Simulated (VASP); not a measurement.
Crystal: BeAu2S2.

```
CELL_PARAMETERS angstrom
-2.01225 2.84764 4.23273
2.01225 -2.84764 4.23273
2.01225 2.84764 -4.23273
ATOMIC_POSITIONS crystal
Be 0.00000 0.00000 0.00000
S 0.71070 0.50000 0.21070
S 0.28930 0.50000 0.78930
Au 0.28887 0.78887 0.50000
Au 0.71113 0.21113 0.50000
```

The cell was generated, and may not be a known phase.

```yaml
Program: VASP 6.6.1
Task: relaxation of cell and atoms
Functional: PBE
Potentials_or_basis: VASP PAW PBE potentials, release 64 (Be, S, Au)
Cutoff: 600 eV
k_mesh: 6 × 6 × 6
Occupations: gaussian, width 0.1 eV
Spin: no spin polarisation
```

At the start: pressure -7.4 GPa; volume 19.40 Å³/atom.

Problem. Where does the relaxation end?

Solution. Over 34 steps the energy falls by 496.3 meV/atom and the volume is 16.31 Å³/atom (-15.9 %); space group Immm (No. 71, to 0.1 Å) before and after.

Step by step:
```tsv
step	energy change (eV)	largest force (eV/Å)	pressure (GPa)	volume (Å³)
1	0.0000	1.6930	-7.39	97.02
2	-0.7314	1.5943	-0.02	84.95
3	-0.8338	1.2339	6.07	79.60
4	-1.3124	0.3566	7.50	78.55
5	-1.4333	1.3191	10.05	77.61
6	-1.8619	1.0559	2.22	83.87
7	-1.8971	0.8952	-0.46	87.31
8	-1.8991	0.9191	-0.08	86.73
9	-1.9553	0.5376	-0.62	86.37
10	-2.0041	0.3021	-1.51	85.55
11	-2.0529	0.3312	0.29	83.28
12	-2.1040	0.3880	7.72	76.49
13	-2.1165	0.3903	3.95	79.48
14	-2.1216	0.3991	5.26	78.34
15	-2.1336	0.4052	5.49	78.10
16	-2.1616	0.4166	6.31	77.36
17	-2.1730	0.3710	8.38	75.83
18	-2.2201	0.3778	7.28	76.43
19	-2.3261	0.3841	4.34	78.24
20	-2.4054	0.4234	-0.25	81.79
21	-2.4057	0.4288	-0.48	82.01
22	-2.4135	0.3869	-0.35	81.94
23	-2.4326	0.2577	0.10	81.72
24	-2.4516	0.3183	1.14	81.26
25	-2.4628	0.2266	0.10	82.11
26	-2.4661	0.1518	-0.78	82.88
27	-2.4713	0.1224	-0.51	82.58
28	-2.4762	0.0564	0.19	81.88
29	-2.4791	0.0138	-0.08	81.96
30	-2.4798	0.0167	-0.26	82.01
31	-2.4799	0.0294	-0.34	82.03
32	-2.4809	0.0130	0.24	81.48
33	-2.4809	0.0133	0.23	81.49
34	-2.4817	0.0121	0.13	81.54
```

Final structure:
```
CELL_PARAMETERS angstrom
-1.45288 3.53799 3.96592
1.45288 -3.53799 3.96592
1.45288 3.53799 -3.96592
ATOMIC_POSITIONS crystal
Be 0.00000 0.00000 0.00000
S 0.75564 0.50000 0.25564
S 0.24436 0.50000 0.74436
Au 0.26981 0.76981 0.50000
Au 0.73019 0.23019 0.50000
```

Caveat: the volume moved by over 15 % at a fixed basis, so the end points are rough.
